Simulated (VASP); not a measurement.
Crystal: AlP.

```
Al P
1.0
     0.00000    2.72550    2.72550
     2.72550    0.00000    2.72550
     2.72550    2.72550    0.00000
Al P
1 1
Direct
  0.00000 0.00000 0.00000
  0.25000 0.25000 0.25000
```

```yaml
Program: VASP 6.6.1
Task: relaxation of cell and atoms
Functional: PBE
Potentials_or_basis: VASP PAW PBE potentials, release 64 (Al, P)
Cutoff: 500 eV
k_mesh: 8 × 8 × 8
Occupations: fermi-dirac, width 0.02 eV
Spin: no spin polarisation
```

At the start: pressure 2.6 GPa; volume 20.25 Å³/atom.

Where does the relaxation end?

Over 3 steps the energy falls by 4.9 meV/atom and the volume is 20.86 Å³/atom (+3.0 %); space group F-43m (No. 216, to 0.1 Å) before and after.

Step by step:
| step | energy change (eV) | largest force (eV/Å) | pressure (GPa) | volume (Å³) |
| --- | --- | --- | --- | --- |
| 1 | 0.0000 | 0.0000 | 2.64 | 40.49 |
| 2 | -0.0064 | 0.0000 | -1.43 | 42.48 |
| 3 | -0.0098 | 0.0000 | 0.00 | 41.72 |

Final structure:
```
Al P
1.0
     0.00000    2.75278    2.75278
     2.75278    0.00000    2.75278
     2.75278    2.75278    0.00000
Al P
1 1
Direct
  0.00000 0.00000 0.00000
  0.25000 0.25000 0.25000
```
